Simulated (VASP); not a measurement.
# BN (P6_3/mmc) in VASP: notebook, part 2 of 2

VASP 6.6.1. The steps go on from the part before.

### Step 4. Single point, PBEsol (equal xx and yy strain of -2 %)

Input file INCAR:

```
PREC     = Accurate       # precision mode
ENCUT    = 520            # plane-wave cutoff, eV
EDIFF    = 1E-6           # SCF threshold, eV
ISMEAR   = -1             # smearing method
SIGMA    = 0.02           # smearing width, eV
LREAL    = False          # projectors in reciprocal space
LASPH    = True           # aspherical terms in the spheres
NELM     = 100            # most SCF steps
ALGO     = Normal         # electronic algorithm
ISIF     = 2              # what is computed and relaxed
LWAVE    = False          # write WAVECAR
LCHARG   = False          # write CHGCAR
GGA      = PS             # functional
NBANDS   = 16             # bands
```

Input file KPOINTS:

```
Automatic mesh
0
Gamma
  11 11 4
```

Input file POSCAR:

```
BN
1.0
    2.4539118702      0.0000000000      0.0000000000
   -1.2269559352      2.1251500183      0.0000000000
    0.0000000000      0.0000000000      6.6612000000
B N
2 2
Direct
    0.3333333333      0.6666666667      0.2500000000
    0.6666666667      0.3333333333      0.7500000000
    0.3333333333      0.6666666667      0.7500000000
    0.6666666667      0.3333333333      0.2500000000
```

Potentials or basis: VASP PAW PBE potentials, release 64 (B, N).

On the command line:

```console
> cat potpaw_PBE.64/B/POTCAR potpaw_PBE.64/N/POTCAR > POTCAR
> mpirun -np 1 vasp_std > vasp.out
```

OUTCAR:

```text
PREC = Accurate
   ENCUT = 520
   EDIFF = 1E-6
   ISMEAR = -1
   LREAL = False
   LASPH = True
   NELM = 100
   ISIF = 2
   GGA = PS

 ion  position               nearest neighbor table
   1  0.333  0.667  0.250-   4 1.42   4 1.42   4 1.42
   2  0.667  0.333  0.750-   3 1.42   3 1.42   3 1.42
   3  0.333  0.667  0.750-   2 1.42   2 1.42   2 1.42
   4  0.667  0.333  0.250-   1 1.42   1 1.42   1 1.42

  LATTYP: Found a hexagonal cell.
 ALAT       =     2.4539118702
 C/A-ratio  =     2.7145229138

  Lattice vectors:

 A1 = (   2.4539118702,   0.0000000000,   0.0000000000)
 A2 = (  -1.2269559352,   2.1251500183,   0.0000000000)
 A3 = (   0.0000000000,   0.0000000000,   6.6612000000)

Analysis of symmetry for initial positions (statically):
=====================================================================
 Subroutine PRICEL returns:
 Original cell was already a primitive cell.

 Routine SETGRP: Setting up the symmetry group for a
[... 167 lines left out ...]
  ext. energy  EPLUGINS =         0.00000000
  ---------------------------------------------------
  free energy    TOTEN  =       -36.45493753 eV

  energy without entropy =      -36.45493753  energy(sigma->0) =      -36.45493753

 E-fermi :   2.9671     XC(G=0): -10.4060

 val. band max:        2.4518635620   @ k =   0.3636   0.2727   0.0000
 cond. band min:       6.7865284572   @ k =   0.4545   0.0909   0.0000
 fundamental gap:      4.3346648952
 Fermi energy:         2.9671209195

 k-point     1 :       0.0000    0.0000    0.0000
  band No.  band energies     occupation
      1     -15.6936      2.00000
      2     -15.4029      2.00000
      3      -4.1590      2.00000
      4      -2.0553      2.00000
      5       1.1970      2.00000
      6       1.1970      2.00000
[... 433 lines left out ...]
      3      -2.4056      2.00000
      4      -2.2775      2.00000
      5      -2.1985      2.00000
      6      -0.9609      2.00000
[... 8 lines left out ...]
     15      17.8956      0.00000
     16      18.0724      0.00000

 [... further k-points ...]
[... 5 lines left out ...]
  --------------------------------------------------------------------------------------
  -------------------------------------------------------------------------------------
  Total        5.3351770      5.3351770      0.1710676     -0.0000000      0.0000000      0.0000000
  in kB      246.0698405    246.0698405      7.8900045     -0.0000000      0.0000000      0.0000000
  external PRESSURE =     166.6765619 kB  Pullay stress =       0.0000000 kB

 VOLUME and BASIS-vectors are now :
 -----------------------------------------------------------------------------
  energy-cutoff  :      520.00
  volume of cell :       34.74
      direct lattice vectors                 reciprocal lattice vectors
     2.453911870  0.000000000  0.000000000     0.407512597  0.235277508  0.000000000
    -1.226955935  2.125150018  0.000000000     0.000000000  0.470555016  0.000000000
     0.000000000  0.000000000  6.661200000     0.000000000  0.000000000  0.150123101

 POSITION                                       TOTAL-FORCE (eV/Angst)
 -----------------------------------------------------------------------------------
     -0.00000      1.41677      1.66530         0.000000      0.000000      0.000000
      1.22696      0.70838      4.99590        -0.000000     -0.000000      0.000000
     -0.00000      1.41677      4.99590        -0.000000      0.000000      0.000000
      1.22696      0.70838      1.66530        -0.000000     -0.000000      0.000000
 -----------------------------------------------------------------------------------
    total drift:                               -0.000000      0.000000      0.000000

  FREE ENERGIE OF THE ION-ELECTRON SYSTEM (eV)
  ---------------------------------------------------
  free  energy   TOTEN  =       -36.4549375255 eV

  energy  without entropy=      -36.4549375255  energy(sigma->0) =      -36.45493753
```

Wall time 9.8 s (1 thread of Intel Xeon 6975P-C (Granite Rapids), shared host); peak memory 0.14 GiB.

What came out:

```
Free energy            : -36.4549 eV
Pressure               : 16.7 GPa
Band gap on the k mesh : 4.33 eV, indirect (least direct gap 4.75 eV)
```

Levels at points of the mesh, in eV from the valence-band top:
| k point | band 5 | band 6 | band 7 | band 8 | band 9 | band 10 | band 11 | band 12 |
| --- | --- | --- | --- | --- | --- | --- | --- | --- |
| (0.00, 0.00, 0.00) | -1.25 | -1.25 | -1.22 | -1.22 | 4.99 | 10.29 | 12.00 | 12.00 |
| (0.00, 0.00, 0.50) | -1.24 | -1.24 | -1.24 | -1.24 | 7.43 | 7.43 | 12.05 | 12.05 |

Caveat: the cell differs from its parent crystal (equal xx and yy strain of -2 %); the PAW data sets were made with another functional, which shifts forces and pressure a little; this functional lacks dispersion, which binds the layers, so the pressure and a relaxed spacing across them are unreliable. A k mesh can miss the band edges.

### Step 5. Summary

```tsv
cell	gap on the mesh (eV)	pressure (GPa)
a = 2.521, b = 2.521, c = 6.705 Å, angles 90.0, 90.0, 120.0°, 4 atoms	4.21	-3.9
a = 2.553, b = 2.553, c = 6.792 Å, angles 90.0, 90.0, 120.0°, 4 atoms	4.16	-12.1
a = 2.454, b = 2.454, c = 6.661 Å, angles 90.0, 90.0, 120.0°, 4 atoms	4.33	16.7
```

Alike in all rows: task single point; level PBEsol; potentials or basis VASP PAW PBE potentials, release 64 (B, N); no spin polarisation; k mesh 11 × 11 × 4; cutoff (eV) 520; smearing fermi-dirac 0.02 eV.

Caveats: the PAW data sets were made with another functional, which shifts forces and pressure a little; this functional lacks dispersion, which binds the layers, so the pressure and a relaxed spacing across them are unreliable.

Total energies depend on the potentials used, so only differences within one code and one set of settings carry meaning.
